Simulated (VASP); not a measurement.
**CdSe: single point with PBE+U**

CdSe:

```
CELL_PARAMETERS angstrom
0.00000 2.87396 2.87396
2.87396 0.00000 2.87396
2.87396 2.87396 0.00000
ATOMIC_POSITIONS crystal
Cd 0.00000 0.00000 0.00000
Se 0.50000 0.50000 0.50000
```

```json
{
  "Program": "VASP 6.6.1",
  "Task": "single point",
  "Functional": "PBE",
  "Potentials or basis": "VASP PAW PBE potentials, release 64 (Cd, Se)",
  "Cutoff": "520 eV",
  "k mesh": "4 × 2 × 1, shifted",
  "Occupations": "gaussian, width 0.1 eV",
  "Spin": "no spin polarisation",
  "Hubbard terms": "Cd d U = 3.2 eV"
}
```

The pressure is -2.0 GPa. The band gap on the k mesh is 2.20 eV, indirect (least direct gap 3.12 eV).

Levels at points of the mesh, in eV from the valence-band top:
```
           k point  band 7  band 8  band 9  band 10  band 11  band 12
(0.06, 0.12, 0.25)   -2.46   -0.58    0.00     3.12     6.52     7.32
```

Eigenvalues of the final occupation matrices:
```csv
site,spin,trace,eigenvalues
site 1 d,1,4.87,0.97 0.97 0.97 0.98 0.98
site 1 d,2,4.87,0.97 0.97 0.97 0.98 0.98
```

Run time: 6.7 s on 1 thread of Intel Xeon 6975P-C (shared host), peak memory 0.16 GiB.

Caveat: the k points lie up to 1.89 Å⁻¹ apart. A k mesh can miss the band edges.
